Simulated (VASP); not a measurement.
# KH17O9 in VASP: a series of runs

Runs on KH17O9. Level: PBE+D3(BJ). Tasks: single point.

All numbers are computed with VASP 6.6.1; they aren't measurements. Logs are shortened: lines on timing, memory, paths and dates and some standing lists are left out, and cuts for length are marked.

## Step 1: The cell of the first run

The cell holds an amorphous packing of atoms, 27 atoms: a = 7.174 Å, b = 7.174 Å, c = 7.174 Å, α = 90.00°, β = 90.00°, γ = 90.00°.

## Step 2: Single point, PBE+D3(BJ)

The input, INCAR:

```
SYSTEM = KH17O9
ALGO = Normal ; EDIFF = 1E-6
ENCUT = 520 ; GGA = PE
GGA_COMPAT = .False. ; ISIF = 2
ISMEAR = -1 ; IVDW = 12
LASPH = .True. ; LCHARG = .True.
LELF = .True. ; LREAL = .False.
LVHAR = .True. ; LWAVE = .False.
NBANDS = 59 ; NELM = 120
PREC = Accurate ; SIGMA = 0.02
```

The input, KPOINTS:

```
k-points
0
Gamma
  1 1 1
  0 0 0
```

The input, POSCAR:

```
KH17O9
1.0
    7.1738770000      0.0000000000      0.0000000000
    0.0000000000      7.1738770000      0.0000000000
    0.0000000000      0.0000000000      7.1738770000
O H K
9 17 1
Direct
    0.8525097378      0.1712044965      0.3323307606
    0.2972730087      0.7915803407      0.9417223072
    0.4491016503      0.6293249801      0.2632049588
    0.0578766544      0.5472772951      0.4583574544
    0.7471831480      1.0052305051      0.8261780903
    0.0735585514      0.8836783792      0.2896202430
    0.5242493006      0.2803504995      0.9741873188
    0.0921537963      0.4827933348      0.8978269351
    0.0860483111      0.0983429183      0.7889179031
    0.9192100729      0.2495721630      0.4267985080
    0.9503647749      0.1152793671      0.2570576552
    0.2525970267      0.9065251607      0.8775868335
    0.2232544550      0.6996356364      0.8815317018
    0.3834467750      0.6927077228      0.1504207558
    0.4908085265      0.5081910381      0.2012440414
    0.1954731033      0.5538706616      0.4291682169
    0.0470456909      0.5232456592      0.5961908742
    0.7557140999      0.9265422309      0.9391853248
    0.8875117318      1.0550501493      0.8040840399
    0.1242006240      0.8336078246      0.1800142378
    0.0249516405      0.7870500149      0.3759752223
    0.5892908395      0.1814778815      0.8997366417
    0.4071159848      0.3019566686      0.9132997402
    0.0606366683      0.4796848343      1.0377512745
    0.0943562316      0.3482496285      0.8753565192
    0.1263054831      0.0904113633      0.6629051488
    0.5528809596      0.0160861414      0.5014303981
```

Potentials or basis: VASP PAW PBE potentials, release 64 (O, H, K_sv).

Command:

```console
$ cat potpaw_PBE.64/O/POTCAR potpaw_PBE.64/H/POTCAR potpaw_PBE.64/K_sv/POTCAR > POTCAR
$ mpirun -np 1 vasp_gam > vasp.out
```

OUTCAR:

```text
SYSTEM = KH17O9
   EDIFF = 1E-6
   ENCUT = 520
   GGA = PE
   ISIF = 2
   ISMEAR = -1
   IVDW = 12
   LASPH = .True.
   LREAL = .False.
   NELM = 120
   PREC = Accurate
 IVDW          = 12

 ion  position               nearest neighbor table
   1  0.853  0.171  0.332-  11 0.97  10 1.00  27 2.71
   2  0.297  0.792  0.942-  13 0.95  12 1.00
   3  0.449  0.629  0.263-  15 1.02  14 1.04
   4  0.058  0.547  0.458-  17 1.01  16 1.01
   5  0.747  0.005  0.826-  18 0.99  19 1.08  27 2.72
   6  0.074  0.884  0.290-  20 0.94  21 0.99
   7  0.524  0.280  0.974-  23 0.96  22 1.00
   8  0.092  0.483  0.898-  25 0.98  24 1.03
   9  0.086  0.098  0.789-  26 0.95
  10  0.919  0.250  0.427-   1 1.00
  11  0.950  0.115  0.257-   1 0.97
  12  0.253  0.907  0.878-   2 1.00
  13  0.223  0.700  0.882-   2 0.95
  14  0.383  0.693  0.150-   3 1.04
[... 10 lines left out ...]
  25  0.094  0.348  0.875-   8 0.98
  26  0.126  0.090  0.663-   9 0.95
  27  0.553  0.016  0.501-   1 2.71   5 2.72

  LATTYP: Found a simple cubic cell.
 ALAT       =     7.1738770000

  Lattice vectors:

 A1 = (   7.1738770000,   0.0000000000,   0.0000000000)
 A2 = (   0.0000000000,   7.1738770000,   0.0000000000)
 A3 = (   0.0000000000,   0.0000000000,   7.1738770000)

Analysis of symmetry for initial positions (statically):
=====================================================================
 Subroutine PRICEL returns:
 Original cell was already a primitive cell.

 Routine SETGRP: Setting up the symmetry group for a
 simple cubic supercell.

 Subroutine GETGRP returns: Found  1 space group operations
 (whereof  1 operations were pure point group operations)
 out of a pool of 48 trial point group operations.

The static configuration has the point symmetry C_1 .

Analysis of symmetry for dynamics (positions and initial velocities):
=====================================================================
 Subroutine PRICEL returns:
 Original cell was already a primitive cell.

 Routine SETGRP: Setting up the symmetry group for a
 simple cubic supercell.

 Subroutine GETGRP returns: Found  1 space group operations
 (whereof  1 operations were pure point group operations)
 out of a pool of 48 trial point group operations.

The dynamic configuration has the point symmetry C_1 .

 Subroutine INISYM returns: Found  1 space group operations
 (whereof  1 operations are pure point group operations),
 and found     1 'primitive' translations

----------------------------------------------------------------------------------------

                                     Primitive cell

  volume of cell :     369.2001

  direct lattice vectors                    reciprocal lattice vectors
     7.173877000  0.000000000  0.000000000     0.139394640  0.000000000  0.000000000
     0.000000000  7.173877000  0.000000000     0.000000000  0.139394640  0.000000000
     0.000000000  0.000000000  7.173877000     0.000000000  0.000000000  0.139394640

  length of vectors
     7.173877000  7.173877000  7.173877000     0.139394640  0.139394640  0.139394640

  position of ions in fractional coordinates (direct lattice)
     0.852509738  0.171204497  0.332330761
     0.297273009  0.791580341  0.941722307
     0.449101650  0.629324980  0.263204959
     0.057876654  0.547277295  0.458357454
     0.747183148  0.005230505  0.826178090
     0.073558551  0.883678379  0.289620243
[... 19 lines left out ...]
     0.126305483  0.090411363  0.662905149
     0.552880960  0.016086141  0.501430398

  ion indices of the primitive-cell ions
   primitive index   ion index
                 1           1
                 2           2
                 3           3
                 4           4
                 5           5
                 6           6
[... 19 lines left out ...]
                26          26
                27          27

----------------------------------------------------------------------------------------

 KPOINTS: k-points

Automatic generation of k-mesh.
 Grid dimensions read from file:
 generate k-points for:    1    1    1

 Generating k-lattice:

  Cartesian coordinates                     Fractional coordinates (reciprocal lattice)
     0.139394640  0.000000000  0.000000000     1.000000000  0.000000000  0.000000000
     0.000000000  0.139394640  0.000000000     0.000000000  1.000000000  0.000000000
     0.000000000  0.000000000  0.139394640     0.000000000  0.000000000  1.000000000

  Length of vectors
     0.139394640  0.139394640  0.139394640

  Shift w.r.t. Gamma in fractional coordinates (k-lattice)
     0.000000000  0.000000000  0.000000000

 Subroutine IBZKPT returns following result:
 ===========================================

 Found      1 irreducible k-points:

 Following reciprocal coordinates:
            Coordinates               Weight
  0.000000  0.000000  0.000000      1.000000
   k-points           NKPTS =      1   k-points in BZ     NKDIM =      1   number of bands    NBANDS=     59
   number of dos      NEDOS =    301   number of ions     NIONS =     27
   total plane-waves  NPLWV = 157464
   dimension x,y,z NGX =    54 NGY =   54 NGZ =   54
   dimension x,y,z NGXF=   108 NGYF=  108 NGZF=  108
   ions per type =               9  17   1
   NGX,Y,Z   is equivalent  to a cutoff of  12.51, 12.51, 12.51 a.u.
   NGXF,Y,Z  is equivalent  to a cutoff of  25.03, 25.03, 25.03 a.u.
 SYSTEM =  KH17O9
   PREC   = accura    normal or accurate (medium, high low for compatibility)
   ISTART =      0    job   : 0-new  1-cont  2-samecut
   ICHARG =      2    charge: 1-file 2-atom 10-const
   ISPIN  =      1    spin polarized calculation?
   LNONCOLLINEAR =      F non collinear calculations
   LSORBIT =      F    spin-orbit coupling
   LASPH  =      T    aspherical Exc in radial PAW
   ENCUT  =  520.0 eV  38.22 Ry    6.18 a.u.  13.34 13.34 13.34*2*pi/ulx,y,z
   NELM   =    120;   NELMIN=  2; NELMDL= -5     # of ELM steps
   EDIFF  = 0.1E-05   stopping-criterion for ELM
   LREAL  =      F    real-space projection
   EDIFFG = 0.1E-04   stopping-criterion for IOM
   NSW    =      0    number of steps for IOM
   IBRION =     -1    ionic relax: 0-MD 1-quasi-New 2-CG
   NFREE  =      0    steps in history (QN), initial steepest desc. (CG)
   ISIF   =      2    stress and relaxation
   ISYM   =      2    0-nonsym 1-usesym 2-fastsym
   POTIM  = 0.5000    time-step for ionic-motion
   TEBEG  =    0.0;   TEEND  =   0.0 temperature during run
   PSTRESS=    0.0 pullay stress
   NELECT =      80.0000    total number of electrons
   NUPDOWN=      -1.0000    fix difference up-down
   EMIN   =  10.00;   EMAX   =-10.00  energy-range for DOS
   EFERMI =   0.00;   METHOD = LEGACY
   ISMEAR =    -1;   SIGMA  =   0.02  broadening in eV -4-tet -1-fermi 0-gaus
   EFERMI_NEDOS =   21; number of points for ismear=-14 and -15
   IALGO  =     38    algorithm
   IMIX   =      4    mixing-type and parameters
     AMIX     =   0.40;   BMIX     =  1.00
     AMIX_MAG =   1.60;   BMIX_MAG =  1.00
  volume/ion in A,a.u.               =      13.67        92.28
  Fermi-wavevector in a.u.,A,eV,Ry     =   0.983296  1.858160 13.155077  0.966871
  Thomas-Fermi vector in A             =   2.114443
   LORBIT       =      0    0 simple, 1 ext, 2 COOP (PROOUT), +10 PAW based schemes
   GGA     = PE    functional components
   LHFCALC =     F    Hartree Fock is set to
   AEXX    =    0.0000 exact exchange contribution
   IVDW    =    12    specifies the selected vdW correction
   LEPSILON=     F    determine dielectric tensor
   LRPA    =     F    only Hartree local field effects (RPA)
 non-spin polarized calculation
  energy-cutoff  :      520.00
  volume of cell :      369.20
 maximum number of plane-waves:      4922
 NGX is ok and might be reduce to    54
   NGX = 27   NGY = 27   NGZ = 27

 number of electron      80.0000000 magnetization

 Free energy of the ion-electron system (eV)
  ---------------------------------------------------
  ext. energy  EPLUGINS =         0.00000000
  ---------------------------------------------------
  free energy    TOTEN  =      -129.40005002 eV

  energy without entropy =     -129.40005002  energy(sigma->0) =     -129.40005002

 E-fermi :  -2.6208     XC(G=0):  -6.0522

 val. band max:       -3.1334827428   @ k =   0.0000   0.0000   0.0000
 cond. band min:       0.1091024167   @ k =   0.0000   0.0000   0.0000
 fundamental gap:      3.2425851596
 Fermi energy:        -2.6208170665

 k-point     1 :       0.0000    0.0000    0.0000
  band No.  band energies     occupation
      1     -32.1914      2.00000
      2     -22.8914      2.00000
      3     -22.7117      2.00000
      4     -22.4489      2.00000
      5     -22.3407      2.00000
      6     -22.1090      2.00000
[... 44 lines left out ...]
     51       5.0710      0.00000
     52       5.1142      0.00000
 [bands above 52 left out]

------------------------ aborting loop because EDIFF is reached ----------------------------------------

 Edisp (eV)   -0.89098

 E8    (eV) :    -0.2242

  FORCE on cell =-STRESS in cart. coord.  units (eV):
  Direction    XX          YY          ZZ          XY          YZ          ZX
  --------------------------------------------------------------------------------------
  -------------------------------------------------------------------------------------
  Total      -2.85911    -1.23677    -7.62428    -0.39458     2.27269     0.22950
  in kB     -12.40737    -5.36709   -33.08627    -1.71230     9.86254     0.99596
  external pressure =      -16.95 kB  Pullay stress =        0.00 kB

 VOLUME and BASIS-vectors are now :
 -----------------------------------------------------------------------------
  energy-cutoff  :      520.00
  volume of cell :      369.20
      direct lattice vectors                 reciprocal lattice vectors
     7.173877000  0.000000000  0.000000000     0.139394640  0.000000000  0.000000000
     0.000000000  7.173877000  0.000000000     0.000000000  0.139394640  0.000000000
     0.000000000  0.000000000  7.173877000     0.000000000  0.000000000  0.139394640

 POSITION                                       TOTAL-FORCE (eV/Angst)
 -----------------------------------------------------------------------------------
      6.11580      1.22820      2.38410        -0.181237      1.356650      1.160787
      2.13260      5.67870      6.75580         0.659203      1.442209      0.266605
      3.22180      4.51470      1.88820        -0.666069     -0.857924     -1.970181
      0.41520      3.92610      3.28820         0.916972     -0.362735      1.133094
      5.36020      0.03752      5.92690         0.106008     -0.182949      0.380906
      0.52770      6.33940      2.07770        -0.758692      1.288813      1.905733
[... 19 lines left out ...]
      0.90610      0.64860      4.75560         0.077908     -0.034973     -1.184677
      3.96630      0.11540      3.59720         0.114313     -0.254640     -0.127904
 -----------------------------------------------------------------------------------
    total drift:                               -0.000547     -0.001214     -0.001290

  FREE ENERGIE OF THE ION-ELECTRON SYSTEM (eV)
  ---------------------------------------------------
  free  energy   TOTEN  =      -130.2910253966 eV

  energy  without entropy=     -130.2910253966  energy(sigma->0) =     -130.29102540
```

Run time: 53 s. Hardware: 1 thread of AMD EPYC 7R43 (Zen 3), shared host; peak memory 0.32 GiB.

What came out:

- Free energy: -130.2910 eV
- Pressure: -1.7 GPa
- Largest force: 2.647 eV/Å
- Band gap on the k mesh: 3.24 eV
- Dispersion energy per atom: -0.033 eV

Forces on the atoms (eV/Å):
```
O   -0.181  1.357  1.161
O    0.659  1.442  0.267
O   -0.666 -0.858 -1.970
O    0.917 -0.363  1.133
O    0.106 -0.183  0.381
O   -0.759  1.289  1.906
O    0.455 -0.152  0.094
O   -0.521  0.113  2.593
O    0.083  0.345  1.192
H   -0.467 -0.514 -1.029
H    0.188 -0.556  0.178
H   -0.262  0.520  0.471
H   -0.729 -1.608 -0.422
H    0.940 -0.516  1.218
H   -0.213  1.358  0.711
H   -0.987 -0.028  0.275
H    0.248  0.311 -1.121
H   -0.114  0.438 -0.783
H    0.072 -0.350  0.133
H    0.802 -1.126 -1.636
H    0.455 -0.071 -0.750
H    0.207  0.182  0.550
H   -0.697  0.062 -0.266
H    0.287  0.422 -2.143
H   -0.013 -1.224 -0.830
H    0.078 -0.035 -1.185
K    0.114 -0.255 -0.128
```

Stress tensor (GPa, compression positive):
```
-1.24 -0.17  0.10
-0.17 -0.54  0.99
 0.10  0.99 -3.31
```

Caveat: the k points lie up to 0.88 Å⁻¹ apart.

(Continued in part 2 of 2.)
